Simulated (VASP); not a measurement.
# SnO (C2/m) in VASP: single point with PBEsol

Aim: the single point of SnO with PBEsol.

Program: VASP 6.6.1. These are calculated values, not measurements. Logs are shortened: lines on timing, memory, paths and dates and some standing lists are left out, and cuts for length are marked.

### 1 The cell of the first run

It takes space group C2/m (No. 12, monoclinic). Conventional cell: a = 5.382 Å, b = 5.382 Å, c = 4.751 Å, α = 90.00°, β = 90.29°, γ = 90.00°. Within 2.9 Å of Sn (site symmetry m) lie 4 O at 2.22 to 2.23 Å. O (site symmetry 2) has 4 Sn at 2.22 to 2.23 Å and 4 O at 2.69 Å within 2.9 Å.

### 2 Single point, PBEsol (strain +0.0050 x Voigt [0, 0, 0, 1, 0, 0])

INCAR reads:

```
PREC = Accurate
ENCUT = 520
EDIFF = 1E-6
ISMEAR = 0
SIGMA = 0.15
LREAL = False
LASPH = True
NELM = 80
ALGO = Normal
ISIF = 2
LWAVE = False
LCHARG = False
GGA = PS
NBANDS = 50
```

KPOINTS reads:

```
regular mesh
0
Gamma
  10 10 4
```

POSCAR reads:

```
SnO
1.0
    2.6910265907     -2.6910263660     -0.0067275659
    2.6910265907      2.6910263660      0.0067275659
    0.0000000000      0.0237569243      9.5027697182
Sn O
4 4
Direct
    0.7500077544      0.2499922456      0.8712316868
    0.2499922456      0.7500077544      0.1287683132
    0.7499922456      0.2500077544      0.3712316868
    0.2500077544      0.7499922456      0.6287683132
    0.2499958225      0.2500041775      0.2500000000
    0.7500041775      0.7499958225      0.7500000000
    0.2500041775      0.2499958225      0.7500000000
    0.7499958225      0.7500041775      0.2500000000
```

Potentials or basis: VASP PAW PBE potentials, release 64 (Sn_d, O).

Run with:

```console
$ cat potpaw_PBE.64/Sn_d/POTCAR potpaw_PBE.64/O/POTCAR > POTCAR
$ mpirun -np 1 vasp_std > vasp.out
```

OUTCAR:

```text
PREC = Accurate
   ENCUT = 520
   EDIFF = 1E-6
   ISMEAR = 0
   LREAL = False
   LASPH = True
   NELM = 80
   ISIF = 2
   GGA = PS

 ion  position               nearest neighbor table
   1  0.750  0.250  0.871-   6 2.22   7 2.22   7 2.23   6 2.23   4 3.53   4 3.54   4 3.54   4 3.55
                             2 3.63   2 3.64   2 3.64   2 3.65
   2  0.250  0.750  0.129-   8 2.22   5 2.22   8 2.23   5 2.23   3 3.53   3 3.54   3 3.54   3 3.55
                             1 3.63   1 3.64   1 3.64   1 3.65
   3  0.750  0.250  0.371-   5 2.22   8 2.22   5 2.23   8 2.23   2 3.53   2 3.54   2 3.54   2 3.55
                             4 3.63   4 3.64   4 3.64   4 3.65
   4  0.250  0.750  0.629-   6 2.22   7 2.22   7 2.23   6 2.23   1 3.53   1 3.54   1 3.54   1 3.55
                             3 3.63   3 3.64   3 3.64   3 3.65
   5  0.250  0.250  0.250-   3 2.22   2 2.22   2 2.23   3 2.23
   6  0.750  0.750  0.750-   4 2.22   1 2.22   1 2.23   4 2.23
   7  0.250  0.250  0.750-   4 2.22   1 2.22   1 2.23   4 2.23
   8  0.750  0.750  0.250-   3 2.22   2 2.22   2 2.23   3 2.23

  LATTYP: Found a base centered monoclinic cell.
 ALAT       =     5.3820695509
 B/A-ratio  =     0.9999969585
 C/A-ratio  =     1.7656403962
 COS(beta)  =    -0.0049999687

  Lattice vectors:

 A1 = (  -2.6910265907,  -2.6910263660,  -0.0067275659)
 A2 = (   2.6910265907,  -2.6910263660,  -0.0067275659)
 A3 = (   0.0000000000,   0.0237569243,   9.5027697182)

Analysis of symmetry for initial positions (statically):
=====================================================================
 Subroutine PRICEL returns:
 Original cell was already a primitive cell.

 Routine SETGRP: Setting up the symmetry group for a
 base centered monoclinic supercell.

 Subroutine GETGRP returns: Found  4 space group operations
 (whereof  4 operations were pure point group operations)
 out of a pool of  4 trial point group operations.

The static configuration has the point symmetry C_2h.

Analysis of symmetry for dynamics (positions and initial velocities):
=====================================================================
 Subroutine PRICEL returns:
 Original cell was already a primitive cell.

 Routine SETGRP: Setting up the symmetry group for a
 base centered monoclinic supercell.

 Subroutine GETGRP returns: Found  4 space group operations
 (whereof  4 operations were pure point group operations)
 out of a pool of  4 trial point group operations.

The dynamic configuration has the point symmetry C_2h.

 Subroutine INISYM returns: Found  4 space group operations
[... 110 lines left out ...]
   LREAL  =      F    real-space projection
   EDIFFG = 0.1E-04   stopping-criterion for IOM
   NSW    =      0    number of steps for IOM
   IBRION =     -1    ionic relax: 0-MD 1-quasi-New 2-CG
   NFREE  =      0    steps in history (QN), initial steepest desc. (CG)
   ISIF   =      2    stress and relaxation
   ISYM   =      2    0-nonsym 1-usesym 2-fastsym
   POTIM  = 0.5000    time-step for ionic-motion
   TEBEG  =    0.0;   TEEND  =   0.0 temperature during run
   PSTRESS=    0.0 pullay stress
   NELECT =      80.0000    total number of electrons
   NUPDOWN=      -1.0000    fix difference up-down
   EMIN   =  10.00;   EMAX   =-10.00  energy-range for DOS
   EFERMI =   0.00;   METHOD = LEGACY
   ISMEAR =     0;   SIGMA  =   0.15  broadening in eV -4-tet -1-fermi 0-gaus
   EFERMI_NEDOS =   21; number of points for ismear=-14 and -15
   IALGO  =     38    algorithm
   IMIX   =      4    mixing-type and parameters
     AMIX     =   0.40;   BMIX     =  1.00
     AMIX_MAG =   1.60;   BMIX_MAG =  1.00
  volume/ion in A,a.u.               =      17.20       116.10
  Fermi-wavevector in a.u.,A,eV,Ry     =   1.366261  2.581859 25.397577  1.866669
  Thomas-Fermi vector in A             =   2.492417
   LORBIT       =      0    0 simple, 1 ext, 2 COOP (PROOUT), +10 PAW based schemes
   GGA     = PS    functional components
   LHFCALC =     F    Hartree Fock is set to
   AEXX    =    0.0000 exact exchange contribution
   IVDW    =     0    specifies the selected vdW correction
   LEPSILON=     F    determine dielectric tensor
   LRPA    =     F    only Hartree local field effects (RPA)
 non-spin polarized calculation
 Gauss-broadening in eV      SIGMA  =   0.15
  energy-cutoff  :      520.00
  volume of cell :      137.63
 maximum number of plane-waves:      3730
   NGX = 15   NGY = 15   NGZ = 35

 number of electron      79.9999983 magnetization

 Free energy of the ion-electron system (eV)
  ---------------------------------------------------
  ext. energy  EPLUGINS =         0.00000000
  ---------------------------------------------------
  free energy    TOTEN  =       -48.42987980 eV

  energy without entropy =      -48.42671022  energy(sigma->0) =      -48.42829501

 E-fermi :   7.2934     XC(G=0): -10.5938

 val. band max:        7.2160178565   @ k =   0.1000   0.0000   0.0000
 cond. band min:       7.3755237005   @ k =   0.5000   0.5000   0.2500
 fundamental gap:      0.1595058440
 Fermi energy:         7.2934082987

 k-point     1 :       0.0000    0.0000    0.0000
  band No.  band energies     occupation
      1     -14.7146      2.00000
      2     -14.6928      2.00000
      3     -14.2825      2.00000
      4     -14.2716      2.00000
      5     -14.2715      2.00000
      6     -14.2605      2.00000
[... 1261 lines left out ...]
     49      12.9279      0.00000
     50      14.1792      0.00000

 [... further k-points ...]
[... 5 lines left out ...]
  --------------------------------------------------------------------------------------
  -------------------------------------------------------------------------------------
  Total        0.1738358      0.1751940      0.2147640      0.0000000     -0.2391116      0.0000000
  in kB        2.0236544      2.0394659      2.5001076      0.0000000     -2.7835420      0.0000000
  external PRESSURE =       2.1877426 kB  Pullay stress =       0.0000000 kB

 VOLUME and BASIS-vectors are now :
 -----------------------------------------------------------------------------
  energy-cutoff  :      520.00
  volume of cell :      137.63
      direct lattice vectors                 reciprocal lattice vectors
     2.691026591 -2.691026366 -0.006727566     0.185802698 -0.185803874  0.000464510
     2.691026591  2.691026366  0.006727566     0.185802698  0.185803874 -0.000464510
     0.000000000  0.023756924  9.502769718     0.000000000 -0.000263083  0.105233135

 POSITION                                       TOTAL-FORCE (eV/Angst)
 -----------------------------------------------------------------------------------
      2.69103     -1.32486      8.27575        -0.000000     -0.028479      0.092385
      2.69103      1.34861      1.22702        -0.000000      0.028479     -0.092385
      2.69103     -1.33665      3.52437        -0.000000     -0.028665      0.092350
      2.69103      1.36041      5.97840        -0.000000      0.028665     -0.092350
      1.34551      0.00596      2.37569        -0.018268      0.000054     -0.000001
      4.03654      0.01780      7.12708         0.018268     -0.000054      0.000001
      1.34551      0.01780      7.12708        -0.018268     -0.000054      0.000001
      4.03654      0.00596      2.37569         0.018268      0.000054     -0.000001
 -----------------------------------------------------------------------------------
    total drift:                                0.000000     -0.000000      0.000000

  FREE ENERGIE OF THE ION-ELECTRON SYSTEM (eV)
  ---------------------------------------------------
  free  energy   TOTEN  =       -48.4298797977 eV

  energy  without entropy=      -48.4267102211  energy(sigma->0) =      -48.42829501
```

stdout:

```text
POSCAR found type information on POSCAR SnO
 POSCAR found :  2 types and       8 ions
 scaLAPACK will be used
 -----------------------------------------------------------------------------
|                                                                             |
|                                                                             |
|     You enforced a specific xc type in the INCAR file but a different       |
|     I HOPE YOU KNOW WHAT YOU ARE DOING!                                     |
|                                                                             |
 -----------------------------------------------------------------------------

 LDA part: xc-table for (Slater+PW92), standard interpolation
 POSCAR, INCAR and KPOINTS ok, starting setup
 FFT: planning ... GRIDC
 FFT: planning ... GRID_SOFT
 FFT: planning ... GRID
 WAVECAR not read
 entering main loop
```

It took 6.2 min on 1 thread of AMD EPYC 9R45 (Zen 5), shared host; peak memory 0.6 GiB.

What came out:

| Property | Result |
| --- | --- |
| Free energy | -48.4299 eV |
| Pressure | 0.2 GPa |
| Largest force | 0.097 eV/Å |
| Band gap on the k mesh | zero (bands 40 and 41 overlap by 0.09 eV) |

Forces in eV/Å, atoms in the order of the input:
```
Sn   0.000 -0.028  0.092
Sn   0.000  0.028 -0.092
Sn   0.000 -0.029  0.092
Sn   0.000  0.029 -0.092
O   -0.018  0.000  0.000
O    0.018  0.000  0.000
O   -0.018  0.000  0.000
O    0.018  0.000  0.000
```

Stress tensor (GPa, compression positive):
```
 0.20  0.00  0.00
 0.00  0.20 -0.28
 0.00 -0.28  0.25
```

Caveat: the cell differs from its parent crystal (strain +0.0050 x Voigt [0, 0, 0, 1, 0, 0]); semilocal functionals underestimate gaps, and a narrow one can read as zero; the PAW data sets were made with another functional, which shifts forces and pressure a little; spin-orbit coupling is left out, which moves the levels of the heavy elements.

The gap in the log of VASP goes by the Fermi energy; the results here count the filled bands.